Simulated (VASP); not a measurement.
C, 2 atoms in the cell. Symmetry: Fd-3m, No. 227, cubic system. The conventional cell has a = 3.560 Å, b = 3.560 Å, c = 3.560 Å, α = 90.00°, β = 90.00°, γ = 90.00°. C (site symmetry -43m) has 4 C at 1.54 Å within 2.1 Å. 

| Item | Value |
| --- | --- |
| Program | VASP 6.6.1 |
| Task | single point |
| Functional | r2SCAN |
| Potentials or basis | VASP PAW PBE potentials, release 64 (C) |
| Cutoff | 660 eV |
| k mesh | 12 × 12 × 12 |
| Occupations | gaussian, width 0.02 eV |
| Spin | no spin polarisation |
| Dipole correction | no |
| Further INCAR settings | ALGO = Normal; EDIFF = 1e-06; NBANDS = 11 |

Potentials or basis: VASP PAW PBE potentials, release 64 (C).

Run with:

```sh
$ cat potpaw_PBE.64/C/POTCAR > POTCAR
$ cp INCAR.step1 INCAR
$ mpirun -np 1 vasp_std > vasp.out
$ cp INCAR.step2 INCAR
$ mpirun -np 1 vasp_std > vasp.out
```

Hardware: 1 thread of Intel(R) Xeon(R) Platinum 8488C (Sapphire Rapids) (shared host).

**Question.** Estimate the wall time of this run.

**Answer.** Run time: 35 s on 1 thread of Intel(R) Xeon(R) Platinum 8488C (Sapphire Rapids), on a shared host, peak memory 0.14 GiB. Counts: k points 72.
